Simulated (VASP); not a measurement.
Here is a VASP 6.6.1 calculation.

Contents of INCAR:

```
PREC     = Accurate       # precision mode
ENCUT    = 520            # plane-wave cutoff, eV
EDIFF    = 1E-6           # SCF threshold, eV
ISMEAR   = 0              # smearing method
SIGMA    = 0.1            # smearing width, eV
LREAL    = F              # projectors in reciprocal space
LASPH    = T              # aspherical terms in the spheres
NELM     = 100            # most SCF steps
ALGO     = Normal         # electronic algorithm
ISIF     = 2              # what is computed and relaxed
LWAVE    = F              # write WAVECAR
LCHARG   = F              # write CHGCAR
GGA      = PE             # functional
NBANDS   = 16             # bands
```

File KPOINTS:

```
Automatic mesh
0
Gamma
  8 8 6
```

The input POSCAR:

```
CsH6
1.0
    5.4911382884      0.0162908161      0.0806670655
    2.7592309453      4.7785875948      0.1519242772
    0.8548122116      1.3879066159      7.8399404606
Cs H
1 6
Direct
    0.7153939379      0.2841806693      0.0000624618
    0.3808968984      0.9482950352      0.5476641160
    0.7160802120      0.3468598556      0.4677544553
    0.0476627107      0.6234156956      0.4524825623
    0.7119299784      0.2252760549      0.5318873838
    0.3805968369      0.9571984643      0.4519870430
    0.0474394257      0.6147742252      0.5481619780
```

Potentials or basis: VASP PAW PBE potentials, release 64 (Cs_sv, H).

Run with:

```console
$ cat potpaw_PBE.64/Cs_sv/POTCAR potpaw_PBE.64/H/POTCAR > POTCAR
$ mpirun -np 1 vasp_std > vasp.out
```

(1) Estimate the pressure.

(2) What does it give for the largest force?

## Answers

(1) -0.1 GPa.

(2) 0.006 eV/Å.

Caveat: an odd number of electrons without spin polarisation forces a metal; a magnetic or distorted state may lie lower.
